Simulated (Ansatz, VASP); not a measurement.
Si: VASP beside Ansatz

INCAR

```
SYSTEM = Si
PREC = Accurate
ENCUT = 520
EDIFF = 1E-7
ISMEAR = 0
SIGMA = 0.01
LREAL = .FALSE.
LASPH = .TRUE.
NELM = 60
ALGO = Normal
ISIF = 2
LWAVE = .FALSE.
LCHARG = .FALSE.
GGA = PE
NBANDS = 16
```

Contents of KPOINTS:

```
Automatic mesh
0
G
  6 6 4
  0 0 0
```

File POSCAR:

```
Si
1.0
    3.7729479446      0.0000000000      0.0000000000
   -1.8864739723      3.2674687672      0.0000000000
    0.0000000000      0.0000000000      6.2346522652
Si
4
Direct
    0.3333333333      0.6666666667      0.0004225454
    0.6666666667      0.3333333333      0.5004225454
    0.3333333333      0.6666666667      0.3745774546
    0.6666666667      0.3333333333      0.8745774546
```

Input for Ansatz:

```yaml
crystal:
  lattice:
    - [3.7729479446, 0.0, 0.0]
    - [-1.8864739723, 3.2674687672, 0.0]
    - [0.0, 0.0, 6.2346522652]
  atoms:
    - { symbol: Si, position: [0.3333333333, 0.6666666667, 0.0004225454] }
    - { symbol: Si, position: [0.6666666667, 0.3333333333, 0.5004225454] }
    - { symbol: Si, position: [0.3333333333, 0.6666666667, 0.3745774546] }
    - { symbol: Si, position: [0.6666666667, 0.3333333333, 0.8745774546] }
kpoints:
  mp_grid: { grid: [6, 6, 4] }
hamiltonian:
  xc: pbe
scf:
  occupations: { method: fixed }
  n_extra_bands: 5
output:
  forces: true
  stress: true
  eigenvalues: true
```

Alike in both runs: task single point; functional PBE; k mesh 6 × 6 × 4; no spin polarisation.

|  | VASP | Ansatz |
| --- | --- | --- |
| version | VASP 6.6.1 | Ansatz 0.2.0 |
| potentials or method | VASP PAW PBE potentials, release 64 (Si) | plane waves, PAW |
| plane-wave cutoff (eV) | 520 | 420 |
| occupations | gaussian, width 0.01 eV | fixed |
| valence electrons in the cell | 16 | 16 |

```csv
,VASP,Ansatz,Ansatz less VASP
gap on the k mesh at the Fermi level (eV),0.31,0.31,-0.001
pressure (GPa),6.3,6.3,+0.09
"traceless stress, the component that is largest in VASP (GPa)",-0.13,-0.12,+0.005
rms of the force components (eV/Å),0.009,0.009,+0.0004
```

Atom by atom the forces differ by 0.000 eV/Å (rms over components).
